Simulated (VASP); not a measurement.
# MgO (Immm) in VASP: further runs

Runs on MgO. Level: PBE. Tasks: single point.

Everything below comes from runs of VASP 6.6.1. Logs are shortened: lines on timing, memory, paths and dates and some standing lists are left out, and cuts for length are marked.

## 1. The cell of the first run

Symmetry: Immm, No. 71, orthorhombic system. Conventional cell: a = 2.982 Å, b = 3.057 Å, c = 4.270 Å, α = 90.00°, β = 90.00°, γ = 90.00°. Within 2.8 Å of Mg (site symmetry mmm) lie 6 O at 2.14 Å. O (site symmetry mmm) has 6 Mg at 2.14 Å within 2.8 Å.

## 2. Single point, PBE (strain +0.0250 x Voigt [0, 0, 0, 0, 0, 1])

File INCAR:

```
SYSTEM = MgO
PREC = Accurate
ENCUT = 520
EDIFF = 1E-6
ISMEAR = 0
SIGMA = 0.05
LREAL = .False.
LASPH = .True.
NELM = 80
ALGO = Normal
ISIF = 2
LWAVE = .False.
LCHARG = .False.
GGA = PE
NBANDS = 11
```

File KPOINTS:

```
Automatic mesh
0
Gamma
  10 10 10
  0 0 0
```

File POSCAR:

```
MgO
1.0
    0.0266893750      2.1351500000      2.1351500000
    2.1351500000      0.0266893750      2.1351500000
    2.1618393750      2.1618393750      0.0000000000
Mg O
1 1
Direct
    0.0000000000      0.0000000000      0.0000000000
    0.5000000000      0.5000000000      0.5000000000
```

Potentials or basis: VASP PAW PBE potentials, release 64 (Mg, O).

Run with:

```
$ cat potpaw_PBE.64/Mg/POTCAR potpaw_PBE.64/O/POTCAR > POTCAR
$ mpirun -np 1 vasp_std > vasp.out
```

OUTCAR:

```text
SYSTEM = MgO
   PREC = Accurate
   ENCUT = 520
   EDIFF = 1E-6
   ISMEAR = 0
   LREAL = .False.
   LASPH = .True.
   NELM = 80
   ISIF = 2
   GGA = PE

 ion  position               nearest neighbor table
   1  0.000  0.000  0.000-   2 2.14   2 2.14   2 2.14   2 2.14   2 2.14   2 2.14
   2  0.500  0.500  0.500-   1 2.14   1 2.14   1 2.14   1 2.14   1 2.14   1 2.14

  LATTYP: Found a body centered orthorhombic cell.
 ALAT       =     2.9818136116
 B/A-ratio  =     1.0253164557
 C/A-ratio  =     1.4321149999

  Lattice vectors:

 A1 = (   2.1351500000,   0.0266893750,  -2.1351500000)
 A2 = (  -2.1351500000,  -0.0266893750,  -2.1351500000)
 A3 = (   0.0266893750,   2.1351500000,   2.1351500000)

Analysis of symmetry for initial positions (statically):
=====================================================================
 Subroutine PRICEL returns:
 Original cell was already a primitive cell.

 Routine SETGRP: Setting up the symmetry group for a
 body centered orthorhombic supercell.

 Subroutine GETGRP returns: Found  8 space group operations
 (whereof  8 operations were pure point group operations)
 out of a pool of  8 trial point group operations.

The static configuration has the point symmetry D_2h.

Analysis of symmetry for dynamics (positions and initial velocities):
=====================================================================
 Subroutine PRICEL returns:
 Original cell was already a primitive cell.

 Routine SETGRP: Setting up the symmetry group for a
 body centered orthorhombic supercell.

 Subroutine GETGRP returns: Found  8 space group operations
 (whereof  8 operations were pure point group operations)
 out of a pool of  8 trial point group operations.

The dynamic configuration has the point symmetry D_2h.

 Subroutine INISYM returns: Found  8 space group operations
 (whereof  8 operations are pure point group operations),
 and found     1 'primitive' translations

----------------------------------------------------------------------------------------

                                     Primitive cell

  volume of cell :      19.4647

  direct lattice vectors                    reciprocal lattice vectors
     0.026689375  2.135150000  2.135150000    -0.237139833  0.237139833  0.234175585
     2.135150000  0.026689375  2.135150000     0.237139833 -0.237139833  0.234175585
     2.161839375  2.161839375  0.000000000     0.231284528  0.231284528 -0.234175585

  length of vectors
     3.019676037  3.019676037  3.057302564     0.409033990  0.409033990  0.402272632

[... 88 lines left out ...]
   POTIM  = 0.5000    time-step for ionic-motion
   TEBEG  =    0.0;   TEEND  =   0.0 temperature during run
   PSTRESS=    0.0 pullay stress
   NELECT =       8.0000    total number of electrons
   NUPDOWN=      -1.0000    fix difference up-down
   EMIN   =  10.00;   EMAX   =-10.00  energy-range for DOS
   EFERMI =   0.00;   METHOD = LEGACY
   ISMEAR =     0;   SIGMA  =   0.05  broadening in eV -4-tet -1-fermi 0-gaus
   EFERMI_NEDOS =   21; number of points for ismear=-14 and -15
   IALGO  =     38    algorithm
   IMIX   =      4    mixing-type and parameters
     AMIX     =   0.40;   BMIX     =  1.00
     AMIX_MAG =   1.60;   BMIX_MAG =  1.00
  volume/ion in A,a.u.               =       9.73        65.68
  Fermi-wavevector in a.u.,A,eV,Ry     =   1.217183  2.300142 20.157486  1.481533
  Thomas-Fermi vector in A             =   2.352512
   LORBIT       =      0    0 simple, 1 ext, 2 COOP (PROOUT), +10 PAW based schemes
   GGA     = PE    functional components
   LHFCALC =     F    Hartree Fock is set to
   AEXX    =    0.0000 exact exchange contribution
   IVDW    =     0    specifies the selected vdW correction
   LEPSILON=     F    determine dielectric tensor
   LRPA    =     F    only Hartree local field effects (RPA)
 non-spin polarized calculation
 Gauss-broadening in eV      SIGMA  =   0.05
  energy-cutoff  :      520.00
  volume of cell :       19.46
 maximum number of plane-waves:       541
   NGX = 11   NGY = 11   NGZ = 11

 number of electron       8.0000002 magnetization

 Free energy of the ion-electron system (eV)
  ---------------------------------------------------
  ext. energy  EPLUGINS =         0.00000000
  ---------------------------------------------------
  free energy    TOTEN  =       -11.90445189 eV

  energy without entropy =      -11.90445189  energy(sigma->0) =      -11.90445189

 E-fermi :   3.2297     XC(G=0): -10.8862

 val. band max:        2.9800951825   @ k =   0.0000   0.0000   0.0000
 cond. band min:       7.2171150109   @ k =   0.0000   0.0000   0.0000
 fundamental gap:      4.2370198284
 Fermi energy:         3.2297258676

 k-point     1 :       0.0000    0.0000    0.0000
  band No.  band energies     occupation
      1     -14.1708      2.00000
      2       2.7984      2.00000
      3       2.8855      2.00000
      4       2.9801      2.00000
      5       7.2171      0.00000
      6      18.1027      0.00000
      7      18.4614      0.00000
      8      18.8124      0.00000
      9      22.2486      0.00000
     10      23.9919      0.00000
     11      24.0023      0.00000
[... 309 lines left out ...]
 k-point    24 :       0.4000    0.3000    0.0000
  band No.  band energies     occupation
      1     -13.0223      2.00000
      2      -0.5465      2.00000
      3       1.7185      2.00000
      4       1.7584      2.00000
      5      11.9249      0.00000
      6      13.0786      0.00000
      7      16.0565      0.00000
      8      20.2749      0.00000
      9      20.9856      0.00000
     10      27.2330      0.00000
     11      29.0564      0.00000

 [... further k-points ...]

------------------------ aborting loop because EDIFF is reached ----------------------------------------

  FORCE on cell =-STRESS in cart. coord.  units (eV):
  Direction    XX          YY          ZZ          XY          YZ          ZX
  --------------------------------------------------------------------------------------
  -------------------------------------------------------------------------------------
  Total       -0.2880933     -0.2880933     -0.3034258     -0.4272629      0.0000000      0.0000000
  in kB      -23.7135426    -23.7135426    -24.9755880    -35.1688718      0.0000000      0.0000000
  external PRESSURE =     -24.1342244 kB  Pullay stress =       0.0000000 kB

 VOLUME and BASIS-vectors are now :
 -----------------------------------------------------------------------------
  energy-cutoff  :      520.00
  volume of cell :       19.46
      direct lattice vectors                 reciprocal lattice vectors
     0.026689375  2.135150000  2.135150000    -0.237139833  0.237139833  0.234175585
     2.135150000  0.026689375  2.135150000     0.237139833 -0.237139833  0.234175585
     2.161839375  2.161839375  0.000000000     0.231284528  0.231284528 -0.234175585

 POSITION                                       TOTAL-FORCE (eV/Angst)
 -----------------------------------------------------------------------------------
      0.00000      0.00000      0.00000         0.000000     -0.000000     -0.000000
      2.16184      2.16184      2.13515        -0.000000      0.000000      0.000000
 -----------------------------------------------------------------------------------
    total drift:                               -0.000000     -0.000000      0.000000

  FREE ENERGIE OF THE ION-ELECTRON SYSTEM (eV)
  ---------------------------------------------------
  free  energy   TOTEN  =       -11.9044518894 eV

  energy  without entropy=      -11.9044518894  energy(sigma->0) =      -11.90445189
```

Run time: 13 s. Hardware: 1 thread of Intel Xeon 6975P-C, shared host; peak memory 0.17 GiB.

What came out:

```
Free energy            : -11.9045 eV
Pressure               : -2.4 GPa
Band gap on the k mesh : 4.24 eV, direct
```

Caveat: the cell differs from its parent crystal (strain +0.0250 x Voigt [0, 0, 0, 0, 0, 1]).

## 3. Single point, PBE (strain +0.0625 x Voigt [0, 0, 0, 0, 0, 1])

File INCAR:

```
PREC = Accurate
ENCUT = 520
EDIFF = 1E-6
ISMEAR = 0
SIGMA = 0.05
LREAL = False
LASPH = True
NELM = 60
ALGO = Normal
ISIF = 2
LWAVE = False
LCHARG = False
GGA = PE
NBANDS = 11
```

File KPOINTS:

```
Automatic mesh
0
Gamma
  10 10 10
```

File POSCAR:

```
MgO
1.0
    0.0667234375      2.1351500000      2.1351500000
    2.1351500000      0.0667234375      2.1351500000
    2.2018734375      2.2018734375      0.0000000000
Mg O
1 1
Direct
    0.0000000000      0.0000000000      0.0000000000
    0.5000000000      0.5000000000      0.5000000000
```

Potentials or basis: VASP PAW PBE potentials, release 64 (Mg, O).

Run with:

```
$ cat potpaw_PBE.64/Mg/POTCAR potpaw_PBE.64/O/POTCAR > POTCAR
$ mpirun -np 1 vasp_std > vasp.out
```

It took 16 s on 1 thread of Intel Xeon 6975P-C, shared host; peak memory 0.17 GiB.

It converged, with:

| Property | Result |
| --- | --- |
| Free energy | -11.8766 eV |
| Pressure | -2.3 GPa |
| Band gap on the k mesh | 4.06 eV, direct |

Stress tensor (GPa, compression positive):
```
-2.00 -8.83  0.00
-8.83 -2.00  0.00
 0.00  0.00 -2.79
```

Levels at points of the mesh, in eV from the valence-band top:
```tsv
k point	band 1	band 2	band 3	band 4	band 5	band 6	band 7	band 8
(0.00, 0.00, 0.00)	-17.30	-0.46	-0.25	0.00	4.06	14.47	15.38	16.24
(0.50, 0.00, 0.00)	-16.04	-4.57	-1.08	-0.86	7.18	12.22	14.97	15.53
(0.50, 0.50, 0.00)	-15.88	-4.16	-1.89	-1.16	8.29	9.86	12.42	17.52
(0.00, 0.00, 0.50)	-16.18	-4.80	-0.84	-0.58	7.58	11.54	15.83	16.42
(0.50, 0.00, 0.50)	-15.86	-4.16	-1.53	-1.52	8.83	9.29	12.35	18.11
```

Caveat: the cell differs from its parent crystal (strain +0.0625 x Voigt [0, 0, 0, 0, 0, 1]).

[end of part 1 of 2]
